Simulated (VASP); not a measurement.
A run of VASP 6.6.1 is set up as follows.

INCAR

```
SYSTEM = CaS
  PREC = Accurate
  ENCUT = 500
  EDIFF = 1E-8
  ISMEAR = 0
  SIGMA = 0.01
  LREAL = .FALSE.
  LASPH = .TRUE.
  NELM = 120
  ALGO = Normal
  ISIF = 2
  LWAVE = .FALSE.
  LCHARG = .FALSE.
  GGA = PS
  NBANDS = 15
  IBRION = 8
  NSW = 1
  GGA_COMPAT = .FALSE.
```

File KPOINTS:

```
regular mesh
0
G
  8 8 8
  0 0 0
```

Contents of POSCAR:

```
CaS
1.0
    2.7632396490      2.7632396490      0.0000000000
   -2.7632396490      2.7632396490      0.0000000000
    0.0000000000      2.7632396490      2.7632396490
Ca S
1 1
Direct
    0.0000000000      0.0000000000      0.0000000000
    0.5000000000      0.5000000000      0.0000000000
```

Potentials or basis: VASP PAW PBE potentials, release 64 (Ca_sv, S).

Run with:

```console
$ cat potpaw_PBE.64/Ca_sv/POTCAR potpaw_PBE.64/S/POTCAR > POTCAR
$ mpirun -np 1 vasp_std > vasp.out
```

What does it give for the highest phonon frequency at Γ, LO-TO splitting left out?

261 cm⁻¹.

Phonon frequencies in cm⁻¹ (negative: imaginary):
| q point | frequencies |
| --- | --- |
| (0.000, 0.000, 0.000) | 0 0 0 261 261 261 |

Caveat: the cell stands under pressure or tension, which shifts response properties.
